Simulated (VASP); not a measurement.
Here is a VASP 6.6.1 calculation.

The input INCAR:

```
PREC = Accurate
ENCUT = 600
EDIFF = 1E-6
ISMEAR = -1
SIGMA = 0.05
LREAL = F
LASPH = T
NELM = 200
ALGO = Normal
ISIF = 2
LWAVE = F
LCHARG = T
ISPIN = 2
MAGMOM = 2 2 2 2
LORBIT = 11
LMAXMIX = 4
GGA = RP
LELF = T
LVHAR = T
NBANDS = 46
GGA_COMPAT = F
```

Contents of KPOINTS:

```
Automatic mesh
0
Gamma
  12 12 4
```

The input POSCAR:

```
Co
1.0
    2.4201280013      0.0000000000      0.0000000000
   -1.2100640007      2.0958923296      0.0000000000
    0.0000000000      0.0000000000      7.9231214745
Co
4
Direct
    0.6666666667      0.3333333333      0.7500000000
    0.0000000000      0.0000000000      0.5000000000
    0.3333333333      0.6666666667      0.2500000000
    0.0000000000      0.0000000000      0.0000000000
```

Potentials or basis: VASP PAW PBE potentials, release 64 (Co_sv).

Run with:

```console
$ cat potpaw_PBE.64/Co_sv/POTCAR > POTCAR
$ mpirun -np 1 vasp_std > vasp.out
```

Problem. Predict the pressure.

Solution. 22.9 GPa.

Problem. Predict the net moment.

Solution. 6.36 μB per cell.

Stress tensor (GPa, compression positive):
```
24.31  0.00  0.00
 0.00 24.31  0.00
 0.00  0.00 20.07
```

Caveat: the cell stands under pressure; the PAW data sets were made with another functional, which shifts forces and pressure a little.
